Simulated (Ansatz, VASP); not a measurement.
# One calculation of CuTe, two programs

INCAR

```
SYSTEM = CuTe
ALGO = Normal ; EDIFF = 1E-6
EDIFFG = -0.005 ; ENCUT = 600
GGA = CA ; IBRION = 2
ISIF = 3 ; ISMEAR = 0
LASPH = .TRUE. ; LCHARG = .FALSE.
LREAL = .FALSE. ; LWAVE = .FALSE.
NELM = 100 ; NSW = 70
PREC = Accurate ; SIGMA = 0.1
```

File KPOINTS:

```
k-points
0
G
  14 10 6
  0 0 0
```

The input POSCAR:

```
CuTe
1.0
    3.1573766303      0.0000000000      0.0000000000
    0.0000000000      3.9719772729      0.0000000000
    0.0000000000      0.0000000000      6.8001645889
Cu Te
2 2
Direct
    0.0000000000      0.5000000000      0.4574221475
    0.5000000000      0.0000000000      0.5425778525
    0.0000000000      0.0000000000      0.2134396509
    0.5000000000      0.5000000000      0.7865603491
```

Input for Ansatz:

```yaml
crystal:
  lattice:
    - [3.1573766303, 0.0, 0.0]
    - [0.0, 3.9719772729, 0.0]
    - [0.0, 0.0, 6.8001645889]
  atoms:
    - { symbol: Cu, position: [0.0, 0.5, 0.4574221475] }
    - { symbol: Cu, position: [0.5, 0.0, 0.5425778525] }
    - { symbol: Te, position: [0.0, 0.0, 0.2134396509] }
    - { symbol: Te, position: [0.5, 0.5, 0.7865603491] }
basis:
  ecutwfc: 420
kpoints:
  mp_grid: { grid: [14, 10, 6] }
hamiltonian:
  xc: lda
scf:
  occupations: { method: gaussian, width: 0.1 }
output:
  forces: true
  stress: true
  eigenvalues: true
relax:
  adjacent_minimum: "off"
  f_tol: 0.005
  max_steps: 50
  cell: { stress_tol: 0.05 }
```

Alike in both runs: task relaxation of cell and atoms; functional LDA; k mesh 14 × 10 × 6; occupations gaussian, width 0.1 eV; no spin polarisation.

|  | VASP | Ansatz |
| --- | --- | --- |
| version | VASP 6.6.1 | Ansatz 0.2.0 |
| potentials or method | VASP PAW LDA potentials, release 64 (Cu, Te), cutoff 600 eV | scalar-relativistic, plane waves, PAW |
| valence electrons in the cell | 34 | 70 |

```csv
,VASP,Ansatz,Ansatz less VASP
"gap on the k mesh at the Fermi level, each at its own relaxed structure (eV)",none,none,-
relaxed volume (Å³/atom),21.25,21.27,+0.023
relaxed cell length with the largest relative difference (Å),3.869,3.859,-0.0101
```

LDA's correlation is that of Perdew and Zunger in VASP and of Perdew and Wang (1992) in Ansatz. A gap of «none» marks a metal or a gap that the smearing closes. VASP's potentials hold 34 valence electrons a cell and Ansatz's 70, so a difference there can come from the potentials and not from the codes.

Neither program's run includes spin-orbit coupling.
